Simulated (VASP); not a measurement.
Write the native input for VASP 6.6.1 that does the following.

- Task: single point
- Functional: LDA
- Potentials or basis: VASP PAW LDA potentials, release 64 (Hf_pv)
- Cutoff: 520 eV
- k mesh: 20 × 20 × 20
- Occupations: gaussian, width 0.15 eV
- Spin: no spin polarisation
- Dipole correction: no
- Further INCAR settings: ALGO = Normal; EDIFF = 1e-06; NBANDS = 11

The structure of Hf lies in POSCAR:

```
Hf
1.0
    0.0000000000      2.4742428499      1.5567936012
    2.4742428499      0.0000000000      1.5567936012
    2.4742428499      2.4742428499      0.0000000000
Hf
1
Direct
    0.0000000000      0.0000000000      0.0000000000
```

The input as run:

INCAR

```
SYSTEM = Hf
ALGO     = Normal         ! electronic algorithm
EDIFF    = 1E-6           ! SCF threshold, eV
ENCUT    = 520            ! plane-wave cutoff, eV
ISIF     = 2              ! what is computed and relaxed
ISMEAR   = 0              ! smearing method
LASPH    = .True.         ! aspherical terms in the spheres
LCHARG   = .False.        ! write CHGCAR
LREAL    = .False.        ! projectors in reciprocal space
LWAVE    = .False.        ! write WAVECAR
NBANDS   = 11             ! bands
NELM     = 60             ! most SCF steps
PREC     = Accurate       ! precision mode
SIGMA    = 0.15           ! smearing width, eV
```

KPOINTS

```
k-points
0
Gamma
  20 20 20
  0 0 0
```

Potentials or basis: VASP PAW LDA potentials, release 64 (Hf_pv).

Command:

```bash
$ cat potpaw_LDA.64/Hf_pv/POTCAR > POTCAR
$ mpirun -np 1 vasp_std > vasp.out
```

Results of the run:

```
Pressure               : 9.6 GPa
Band gap on the k mesh : zero (bands 5 and 6 overlap by 1.92 eV)
```

Caveat: the cell stands under pressure; spin-orbit coupling is left out, which moves the levels of the heavy elements.

It took 66 s on 1 thread of AMD EPYC 9R45 (Zen 5), on a shared host, peak memory 0.21 GiB.
